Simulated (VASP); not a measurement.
Runs of VASP 6.6.1 on B. The structure is that of space group Pmmn (No. 59), or close to it. The cells are those of the table. 

| task | cell | k mesh | cutoff (eV) | gap on the mesh (eV) | pressure (GPa) | relaxed volume (Å³/atom) | largest force (eV/Å) |
| --- | --- | --- | --- | --- | --- | --- | --- |
| single point | a = 1.624, b = 2.866, c = 3.918 Å, 2 atoms | 34 × 20 × 14 | 520 | none | 0.0 | - | - |
| single point | a = 1.852, b = 2.939, c = 3.111 Å, 2 atoms | 10 × 6 × 6 | 520 | none | (a) | - | 0.16 |
| relaxation of cell and atoms | relaxed from a = 1.852, b = 2.939, c = 3.111 Å, 2 atoms | 10 × 6 × 6 | 600 | none | 0.1 | 9.01 | - |
| relaxation of cell and atoms | relaxed from a = 1.627, b = 2.867, c = 3.781 Å, 2 atoms | 34 × 20 × 14 | 600 | none | 0.0 | 9.12 | 0.01 |
| single point | a = 1.627, b = 2.867, c = 3.781 Å, 2 atoms | 10 × 6 × 6 | 520 | none | 0.0 | - | - |

Alike in all rows: level PBE; potentials or basis VASP PAW PBE potentials, release 64 (B); no spin polarisation; smearing gaussian 0.1 eV.

Fill in the values left out.

(a) -16.2.

Caveats: some runs use coarse meshes; this functional lacks dispersion, which binds the layers, so the pressure and a relaxed spacing across them are unreliable (some runs).

A gap of «none» marks levels without a gap at the run's occupations.
